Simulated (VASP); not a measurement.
A run of VASP 6.6.1 is set up as follows.

The input INCAR:

```
PREC = Accurate ; ENCUT = 520
EDIFF = 1E-6 ; ISMEAR = 0
SIGMA = 0.1 ; LREAL = False
LASPH = True ; NELM = 60
ALGO = Normal ; ISIF = 2
LWAVE = False ; LCHARG = False
GGA = PE ; NBANDS = 24
```

File KPOINTS:

```
regular mesh
0
Gamma
  6 6 6
```

File POSCAR:

```
Hf2NO
1.0
    1.6133818900      0.9314864700      5.5109107000
   -1.6133818900      0.9314864700      5.5109107000
    0.0000000000     -1.8629729300      5.5109107000
Hf N O
2 1 1
Direct
    0.2300000000      0.2300000000      0.2300000000
    0.7700000000      0.7700000000      0.7700000000
    0.0000000000      0.0000000000      0.0000000000
    0.5000000000      0.5000000000      0.5000000000
```

Potentials or basis: VASP PAW PBE potentials, release 64 (Hf_pv, N, O).

Run with:

```bash
$ cat potpaw_PBE.64/Hf_pv/POTCAR potpaw_PBE.64/N/POTCAR potpaw_PBE.64/O/POTCAR > POTCAR
$ mpirun -np 1 vasp_std > vasp.out
```

Q: Estimate the largest force.

A: 7.489 eV/Å.

Q: What does it give for the pressure?

A: 5.5 GPa.

Stress tensor (GPa, compression positive):
```
 15.98   0.00   0.00
  0.00  15.98   0.00
  0.00   0.00 -15.59
```

Caveat: the k points lie up to 0.38 Å⁻¹ apart, too coarse for converged energies and pressures of a metal; an odd number of electrons without spin polarisation forces a metal; a magnetic or distorted state may lie lower.
